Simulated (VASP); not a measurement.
# C (Fd-3m) in VASP: single point with PBE

Aim: the single point of C with PBE.

All numbers are computed with VASP 6.6.1; they aren't measurements. Logs are shortened: lines on timing, memory, paths and dates and some standing lists are left out, and cuts for length are marked.

## (1) The cell of the first run

It takes space group Fd-3m (No. 227, cubic). The conventional cell has a = 3.572 Å, b = 3.572 Å, c = 3.572 Å, α = 90.00°, β = 90.00°, γ = 90.00°. Within 2.1 Å of C (site symmetry -43m) lie 4 C at 1.55 Å.

## (2) Single point, PBE

Input file INCAR:

```
SYSTEM = C
PREC = Accurate
ENCUT = 600
EDIFF = 1E-6
ISMEAR = -1
SIGMA = 0.01
LREAL = .False.
LASPH = .True.
NELM = 120
ALGO = Normal
ISIF = 2
LWAVE = .False.
LCHARG = .False.
GGA = PE
NBANDS = 11
GGA_COMPAT = .False.
```

Input file KPOINTS:

```
regular mesh
0
Gamma
  10 10 10
  0 0 0
```

Input file POSCAR:

```
C
1.0
    0.0000000000      1.7858109333      1.7858109333
    1.7858109333      0.0000000000      1.7858109333
    1.7858109333      1.7858109333      0.0000000000
C
2
Direct
    0.0000000000      0.0000000000      0.0000000000
    0.2500000002      0.2500000002      0.2500000002
```

Potentials or basis: VASP PAW PBE potentials, release 64 (C).

The run is started by

```
cat potpaw_PBE.64/C/POTCAR > POTCAR
mpirun -np 1 vasp_std > vasp.out
```

OUTCAR:

```text
SYSTEM = C
   PREC = Accurate
   ENCUT = 600
   EDIFF = 1E-6
   ISMEAR = -1
   LREAL = .False.
   LASPH = .True.
   NELM = 120
   ISIF = 2
   GGA = PE

 ion  position               nearest neighbor table
   1  0.000  0.000  0.000-   2 1.55   2 1.55   2 1.55   2 1.55
   2  0.250  0.250  0.250-   1 1.55   1 1.55   1 1.55   1 1.55

  LATTYP: Found a face centered cubic cell.
 ALAT       =     3.5716218666

  Lattice vectors:

 A1 = (   0.0000000000,   1.7858109333,   1.7858109333)
 A2 = (   1.7858109333,   0.0000000000,   1.7858109333)
 A3 = (   1.7858109333,   1.7858109333,   0.0000000000)

Analysis of symmetry for initial positions (statically):
=====================================================================
 Subroutine PRICEL returns:
 Original cell was already a primitive cell.

 Routine SETGRP: Setting up the symmetry group for a
 face centered cubic supercell.

 Subroutine GETGRP returns: Found 48 space group operations
 (whereof 24 operations were pure point group operations)
 out of a pool of 48 trial point group operations.

The static configuration has the point symmetry T_d .
 The point group associated with its full space group is O_h .

Analysis of symmetry for dynamics (positions and initial velocities):
=====================================================================
 Subroutine PRICEL returns:
 Original cell was already a primitive cell.

 Routine SETGRP: Setting up the symmetry group for a
 face centered cubic supercell.

 Subroutine GETGRP returns: Found 48 space group operations
 (whereof 24 operations were pure point group operations)
 out of a pool of 48 trial point group operations.

The dynamic configuration has the point symmetry T_d .
 The point group associated with its full space group is O_h .

 Subroutine INISYM returns: Found 48 space group operations
 (whereof 24 operations are pure point group operations),
 and found     1 'primitive' translations

----------------------------------------------------------------------------------------

                                     Primitive cell

  volume of cell :      11.3903

  direct lattice vectors                    reciprocal lattice vectors
     0.000000000  1.785810933  1.785810933    -0.279984846  0.279984846  0.279984846
     1.785810933  0.000000000  1.785810933     0.279984846 -0.279984846  0.279984846
     1.785810933  1.785810933  0.000000000     0.279984846  0.279984846 -0.279984846

  length of vectors
     2.525518042  2.525518042  2.525518042     0.484947979  0.484947979  0.484947979

  position of ions in fractional coordinates (direct lattice)
     0.000000000  0.000000000  0.000000000
     0.250000000  0.250000000  0.250000000

  ion indices of the primitive-cell ions
   primitive index   ion index
                 1           1
                 2           2

----------------------------------------------------------------------------------------

 KPOINTS: regular mesh

Automatic generation of k-mesh.
 Grid dimensions read from file:
 generate k-points for:   10   10   10

 Generating k-lattice:

  Cartesian coordinates                     Fractional coordinates (reciprocal lattice)
    -0.027998485  0.027998485  0.027998485     0.100000000  0.000000000  0.000000000
     0.027998485 -0.027998485  0.027998485     0.000000000  0.100000000  0.000000000
     0.027998485  0.027998485 -0.027998485     0.000000000  0.000000000  0.100000000

  Length of vectors
     0.048494798  0.048494798  0.048494798

  Shift w.r.t. Gamma in fractional coordinates (k-lattice)
     0.000000000  0.000000000  0.000000000

 Subroutine IBZKPT returns following result:
 ===========================================

 Found     47 irreducible k-points:

 Following reciprocal coordinates:
            Coordinates               Weight
  0.000000  0.000000  0.000000      1.000000
  0.100000  0.000000  0.000000      8.000000
  0.200000  0.000000  0.000000      8.000000
  0.300000  0.000000  0.000000      8.000000
  0.400000  0.000000  0.000000      8.000000
  0.500000  0.000000  0.000000      4.000000
[... 16 lines left out ...]
  0.300000  0.300000  0.000000      6.000000
  0.400000  0.300000  0.000000     24.000000
 [... further k-points ...]
   k-points           NKPTS =     47   k-points in BZ     NKDIM =     47   number of bands    NBANDS=     11
   number of dos      NEDOS =    301   number of ions     NIONS =      2
   total plane-waves  NPLWV =   8000
   dimension x,y,z NGX =    20 NGY =   20 NGZ =   20
   dimension x,y,z NGXF=    40 NGYF=   40 NGZF=   40
   ions per type =               2
   NGX,Y,Z   is equivalent  to a cutoff of  13.17, 13.17, 13.17 a.u.
   NGXF,Y,Z  is equivalent  to a cutoff of  26.33, 26.33, 26.33 a.u.
 SYSTEM =  C
   PREC   = accura    normal or accurate (medium, high low for compatibility)
   ISTART =      0    job   : 0-new  1-cont  2-samecut
   ICHARG =      2    charge: 1-file 2-atom 10-const
   ISPIN  =      1    spin polarized calculation?
   LNONCOLLINEAR =      F non collinear calculations
   LSORBIT =      F    spin-orbit coupling
   LASPH  =      T    aspherical Exc in radial PAW
   ENCUT  =  600.0 eV  44.10 Ry    6.64 a.u.   5.04  5.04  5.04*2*pi/ulx,y,z
   NELM   =    120;   NELMIN=  2; NELMDL= -5     # of ELM steps
   EDIFF  = 0.1E-05   stopping-criterion for ELM
   LREAL  =      F    real-space projection
   EDIFFG = 0.1E-04   stopping-criterion for IOM
   NSW    =      0    number of steps for IOM
   IBRION =     -1    ionic relax: 0-MD 1-quasi-New 2-CG
   NFREE  =      0    steps in history (QN), initial steepest desc. (CG)
   ISIF   =      2    stress and relaxation
   ISYM   =      2    0-nonsym 1-usesym 2-fastsym
   POTIM  = 0.5000    time-step for ionic-motion
   TEBEG  =    0.0;   TEEND  =   0.0 temperature during run
   PSTRESS=    0.0 pullay stress
   NELECT =       8.0000    total number of electrons
   NUPDOWN=      -1.0000    fix difference up-down
   EMIN   =  10.00;   EMAX   =-10.00  energy-range for DOS
   EFERMI =   0.00;   METHOD = LEGACY
   ISMEAR =    -1;   SIGMA  =   0.01  broadening in eV -4-tet -1-fermi 0-gaus
   EFERMI_NEDOS =   21; number of points for ismear=-14 and -15
   IALGO  =     38    algorithm
   IMIX   =      4    mixing-type and parameters
     AMIX     =   0.40;   BMIX     =  1.00
     AMIX_MAG =   1.60;   BMIX_MAG =  1.00
  volume/ion in A,a.u.               =       5.70        38.43
  Fermi-wavevector in a.u.,A,eV,Ry     =   1.455211  2.749950 28.812235  2.117640
  Thomas-Fermi vector in A             =   2.572272
   LORBIT       =      0    0 simple, 1 ext, 2 COOP (PROOUT), +10 PAW based schemes
   GGA     = PE    functional components
   LHFCALC =     F    Hartree Fock is set to
   AEXX    =    0.0000 exact exchange contribution
   IVDW    =     0    specifies the selected vdW correction
   LEPSILON=     F    determine dielectric tensor
   LRPA    =     F    only Hartree local field effects (RPA)
 non-spin polarized calculation
  energy-cutoff  :      600.00
  volume of cell :       11.39
 maximum number of plane-waves:       392
   NGX =  9   NGY =  9   NGZ =  9

 number of electron       7.9999999 magnetization

 Free energy of the ion-electron system (eV)
  ---------------------------------------------------
  ext. energy  EPLUGINS =         0.00000000
  ---------------------------------------------------
  free energy    TOTEN  =       -18.19043980 eV

  energy without entropy =      -18.19043980  energy(sigma->0) =      -18.19043980

 E-fermi :   9.8866     XC(G=0): -13.2301

 val. band max:        9.6692839263   @ k =   0.0000   0.0000   0.0000
 cond. band min:      13.8303109829   @ k =   0.4000   0.4000   0.0000
 fundamental gap:      4.1610270567
 Fermi energy:         9.8866079509

 k-point     1 :       0.0000    0.0000    0.0000
  band No.  band energies     occupation
      1     -11.7521      2.00000
      2       9.6693      2.00000
      3       9.6693      2.00000
      4       9.6693      2.00000
      5      15.2482      0.00000
      6      15.2482      0.00000
      7      15.2482      0.00000
      8      22.9067      0.00000
      9      28.9119      0.00000
     10      36.1604      0.00000
     11      36.1604      0.00000

 k-point     2 :       0.1000    0.0000    0.0000
  band No.  band energies     occupation
      1     -11.4763      2.00000
      2       7.9991      2.00000
      3       9.2247      2.00000
      4       9.2247      2.00000
      5      15.8318      0.00000
      6      15.8318      0.00000
      7      16.1852      0.00000
      8      23.1475      0.00000
      9      29.3561      0.00000
     10      33.6426      0.00000
     11      33.6426      0.00000

 k-point     3 :       0.2000    0.0000    0.0000
  band No.  band energies     occupation
      1     -10.6533      2.00000
      2       4.8033      2.00000
      3       8.3522      2.00000
      4       8.3522      2.00000
      5      16.9582      0.00000
      6      16.9582      0.00000
      7      17.3789      0.00000
      8      23.8177      0.00000
      9      30.1205      0.00000
     10      32.1321      0.00000
     11      32.1321      0.00000

 k-point     4 :       0.3000    0.0000    0.0000
  band No.  band energies     occupation
      1      -9.3038      2.00000
      2       1.4144      2.00000
      3       7.5643      2.00000
      4       7.5643      2.00000
      5      17.7797      0.00000
      6      17.7797      0.00000
      7      18.0557      0.00000
      8      24.6382      0.00000
      9      30.4524      0.00000
     10      32.3921      0.00000
     11      32.3921      0.00000
[... 239 lines left out ...]
 k-point    22 :      -0.2000    0.2000    0.0000
  band No.  band energies     occupation
      1      -8.8573      2.00000
      2       2.7081      2.00000
      3       3.6891      2.00000
      4       7.6916      2.00000
      5      18.1343      0.00000
      6      18.2216      0.00000
      7      20.1241      0.00000
      8      23.2695      0.00000
      9      29.6903      0.00000
     10      30.5969      0.00000
     11      33.5542      0.00000

 k-point    23 :       0.3000    0.3000    0.0000
  band No.  band energies     occupation
      1      -8.4902      2.00000
      2       3.5970      2.00000
      3       4.8034      2.00000
      4       4.8034      2.00000
      5      13.8944      0.00000
      6      18.3308      0.00000
      7      22.7187      0.00000
      8      22.7187      0.00000
      9      30.3997      0.00000
     10      32.4678      0.00000
     11      40.3589      0.00000

 k-point    24 :       0.4000    0.3000    0.0000
  band No.  band energies     occupation
      1      -7.1762      2.00000
      2       1.6291      2.00000
      3       3.7102      2.00000
      4       4.3340      2.00000
      5      14.4505      0.00000
      6      17.6723      0.00000
      7      23.7016      0.00000
      8      23.7536      0.00000
      9      31.3189      0.00000
     10      32.4991      0.00000
     11      40.3686      0.00000

 [... further k-points ...]
[... 5 lines left out ...]
  --------------------------------------------------------------------------------------
  -------------------------------------------------------------------------------------
  Total       -0.0015542     -0.0015542     -0.0015542     -0.0000000      0.0000000      0.0000000
  in kB       -0.2186204     -0.2186204     -0.2186204     -0.0000000      0.0000000      0.0000000
  external PRESSURE =      -0.2186204 kB  Pullay stress =       0.0000000 kB

 VOLUME and BASIS-vectors are now :
 -----------------------------------------------------------------------------
  energy-cutoff  :      600.00
  volume of cell :       11.39
      direct lattice vectors                 reciprocal lattice vectors
     0.000000000  1.785810933  1.785810933    -0.279984846  0.279984846  0.279984846
     1.785810933  0.000000000  1.785810933     0.279984846 -0.279984846  0.279984846
     1.785810933  1.785810933  0.000000000     0.279984846  0.279984846 -0.279984846

 POSITION                                       TOTAL-FORCE (eV/Angst)
 -----------------------------------------------------------------------------------
      0.00000      0.00000      0.00000         0.000000      0.000000      0.000000
      0.89291      0.89291      0.89291        -0.000000     -0.000000     -0.000000
 -----------------------------------------------------------------------------------
    total drift:                               -0.000000     -0.000000     -0.000000

  FREE ENERGIE OF THE ION-ELECTRON SYSTEM (eV)
  ---------------------------------------------------
  free  energy   TOTEN  =       -18.1904398025 eV

  energy  without entropy=      -18.1904398025  energy(sigma->0) =      -18.19043980
```

Run time: 8.1 s. Hardware: 1 thread of Intel Xeon 8259CL, shared host; peak memory 0.12 GiB.

Results:

* Free energy: -18.1904 eV
* Pressure: 0.0 GPa
* Band gap on the k mesh: 4.16 eV, indirect (least direct gap 5.58 eV)

A k mesh can miss the band edges. PBE gaps usually lie below the measured ones, often by a third to a half.
